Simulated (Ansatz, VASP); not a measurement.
One calculation of SnTe, two programs

INCAR

```
SYSTEM = SnTe
  ALGO = Normal
  EDIFF = 1E-6
  ENCUT = 520
  GGA = PE
  ISIF = 2
  ISMEAR = 0
  LASPH = .True.
  LCHARG = .True.
  LELF = .True.
  LREAL = .False.
  LVHAR = .True.
  LWAVE = .False.
  NBANDS = 17
  NELM = 60
  PREC = Accurate
  SIGMA = 0.03
```

The input KPOINTS:

```
k-points
0
Gamma
  10 10 10
  0 0 0
```

File POSCAR:

```
SnTe
1.0
    0.0000000000      3.0618050000      3.1565000000
    3.0618050000      0.0000000000      3.1565000000
    3.0618050000      3.0618050000      0.0000000000
Sn Te
1 1
Direct
    0.0000000000      0.0000000000      0.0000000000
    0.5000000000      0.5000000000      0.5000000000
```

Input for Ansatz:

```yaml
crystal:
  lattice:
    - [0.0, 3.061805, 3.1565]
    - [3.061805, 0.0, 3.1565]
    - [3.061805, 3.061805, 0.0]
  atoms:
    - { symbol: Sn, position: [0.0, 0.0, 0.0] }
    - { symbol: Te, position: [0.5, 0.5, 0.5] }
basis:
  ecutwfc: 420
kpoints:
  mp_grid: { grid: [10, 10, 10] }
hamiltonian:
  xc: pbe
scf:
  occupations: { method: gaussian, width: 0.03 }
output:
  forces: true
  stress: true
  eigenvalues: true
```

Change from the starting cell: strain -0.0300 x Voigt [1, 1, 0, 0, 0, 0], atoms carried along.

Alike in both runs: task single point; functional PBE; k mesh 10 × 10 × 10; occupations gaussian, width 0.03 eV; no spin polarisation.

```csv
,VASP,Ansatz
version,VASP 6.6.1,Ansatz 0.2.0
potentials or method,"VASP PAW PBE potentials, release 64 (Sn_d, Te), cutoff 520 eV","scalar-relativistic, plane waves, PAW"
valence electrons in the cell,20,30
```

|  | VASP | Ansatz | Ansatz less VASP |
| --- | --- | --- | --- |
| gap on the k mesh at the Fermi level (eV) | 0.29 | 0.29 | +0.001 |
| least direct gap on the mesh (eV) | 0.35 | 0.35 | -0.001 |
| pressure (GPa) | 5.6 | 5.6 | +0.01 |
| traceless stress, the component that is largest in VASP (GPa) | -3.26 | -3.25 | +0.007 |

The functional is the same, so the differences come from potentials, cutoffs and numerics. VASP's potentials hold 20 valence electrons a cell and Ansatz's 30, so a difference there can come from the potentials and not from the codes.

Spin-orbit coupling is off throughout.
